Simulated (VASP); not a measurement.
Here is a VASP 6.6.1 calculation.

Contents of INCAR:

```
PREC = Accurate
ENCUT = 520
EDIFF = 1E-6
ISMEAR = 0
SIGMA = 0.15
LREAL = False
LASPH = True
NELM = 100
ALGO = Normal
ISIF = 2
LWAVE = False
LCHARG = True
GGA = PS
LELF = True
LVHAR = True
NBANDS = 16
```

KPOINTS

```
Automatic mesh
0
Gamma
  18 18 18
```

File POSCAR:

```
InAs
1.0
    0.0000000000      2.8264640422      3.0525811656
    2.8264640422      0.0000000000      3.0525811656
    2.8264640422      2.8264640422      0.0000000000
In As
1 1
Direct
    0.5000000000      0.5000000000      0.5000000000
    0.0000000000      0.0000000000      0.0000000000
```

Potentials or basis: VASP PAW PBE potentials, release 64 (In_d, As).

The run is started by

```bash
$ cat potpaw_PBE.64/In_d/POTCAR potpaw_PBE.64/As/POTCAR > POTCAR
$ mpirun -np 1 vasp_std > vasp.out
```

Problem. Predict the band gap on the k mesh.

Solution. Zero (band 9 reaches 6.00 eV, above the bottom of band 10 at 3.54 eV).

Problem. What does it give for the pressure?

Solution. -3.8 GPa.

Stress tensor (GPa, compression positive):
```
-2.14  0.00  0.00
 0.00 -2.14  0.00
 0.00  0.00 -7.03
```

Caveat: the cell differs from its parent crystal (strain +0.000 along x and y, +0.080 along z); the PAW data sets were made with another functional, which shifts forces and pressure a little; spin-orbit coupling is left out, which moves the levels of the heavy elements.
